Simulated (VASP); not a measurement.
Crystal: CdS.

```
Cd S
1.0
     3.63582    0.00000    0.00000
    -1.81791    3.14871    0.00000
     0.00000    0.00000    5.92638
Cd S
2 2
Direct
  0.00000 0.00000 0.00000
  0.00000 0.00000 0.50000
  0.33333 0.66667 0.25000
  0.66667 0.33333 0.75000
```

- Program: VASP 6.6.1
- Task: relaxation of cell and atoms
- Functional: PBEsol
- Potentials or basis: VASP PAW PBE potentials, release 64 (Cd_sv_GW, S)
- Cutoff: 630 eV
- k mesh: 6 × 6 × 4
- Occupations: fermi-dirac, width 0.03 eV
- Spin: no spin polarisation

At the start: pressure 20.3 GPa; volume 16.96 Å³/atom.

Question: How do energy, volume and symmetry change on relaxing?

Answer: Over 9 steps the energy falls by 160.5 meV/atom and the volume is 19.83 Å³/atom (+16.9 %); space group P6_3/mmc (No. 194, to 0.1 Å) before and after.

The path:
| step | energy change (eV) | largest force (eV/Å) | pressure (GPa) | volume (Å³) |
| --- | --- | --- | --- | --- |
| 1 | 0.0000 | 0.0000 | 20.26 | 67.85 |
| 2 | -0.2527 | 0.0000 | -9.17 | 91.15 |
| 3 | -0.6399 | 0.0000 | -0.25 | 79.54 |
| 4 | -0.6400 | 0.0000 | 0.03 | 79.30 |
| 5 | -0.6414 | 0.0000 | 0.05 | 79.25 |
| 6 | -0.6421 | 0.0000 | 0.08 | 79.19 |
| 7 | -0.6421 | 0.0000 | 0.08 | 79.19 |
| 8 | -0.6422 | 0.0000 | 0.08 | 79.19 |
| 9 | -0.6422 | 0.0000 | -0.07 | 79.32 |

Final structure:
```cif
data_structure
_symmetry_space_group_name_H-M 'P 1'
_symmetry_Int_Tables_number 1
_cell_length_a 3.8012
_cell_length_b 3.8012
_cell_length_c 6.3387
_cell_angle_alpha 90.000
_cell_angle_beta 90.000
_cell_angle_gamma 120.000
_cell_volume 79.32
loop_
_atom_site_label
_atom_site_type_symbol
_atom_site_fract_x
_atom_site_fract_y
_atom_site_fract_z
_atom_site_occupancy
Cd1 Cd 0.00000 0.00000 0.00000 1
Cd2 Cd 0.00000 0.00000 0.50000 1
S1 S 0.33333 0.66667 0.25000 1
S2 S 0.66667 0.33333 0.75000 1
```

Caveat: the volume moved by over 15 % at a fixed basis, so the end points are rough; the PAW data sets were made with another functional, which shifts forces and pressure a little.
